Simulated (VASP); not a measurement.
Input of a VASP 6.6.1 run:

The input INCAR:

```
ALGO = Normal
EDIFF = 1E-7
ENCUT = 520
GGA = PE
ISIF = 2
ISMEAR = 0
LASPH = True
LCHARG = False
LREAL = False
LWAVE = False
NBANDS = 16
NELM = 100
PREC = Accurate
SIGMA = 0.05
```

Contents of KPOINTS:

```
k-points
0
Gamma
  12 12 6
```

Contents of POSCAR:

```
BN
1.0
    2.5545800960      0.0000000000      0.0000000000
   -1.2772900480      2.2123312591      0.0000000000
    0.0000000000      0.0000000000      4.2245145352
B N
2 2
Direct
    0.6666666667      0.3333333333      0.9998058547
    0.3333333333      0.6666666667      0.4998058547
    0.6666666667      0.3333333333      0.5719335876
    0.3333333333      0.6666666667      0.1251941453
```

Potentials or basis: VASP PAW PBE potentials, release 64 (B, N).

Run with:

```bash
$ cat potpaw_PBE.64/B/POTCAR potpaw_PBE.64/N/POTCAR > POTCAR
$ mpirun -np 1 vasp_std > vasp.out
```

**Question.** Predict the pressure.

**Answer.** 8.8 GPa.

**Question.** What does it give for the largest force?

**Answer.** 6.466 eV/Å.

Stress tensor (GPa, compression positive):
```
 5.68  0.00  0.00
 0.00  5.68  0.00
 0.00  0.00 15.05
```

Caveat: the cell differs from its parent crystal (atom 3 (N) moved by (+0.000, -0.225) A along x and z); forces of over 1 eV/Å act on the atoms, so gaps and moduli don't describe the material at rest.
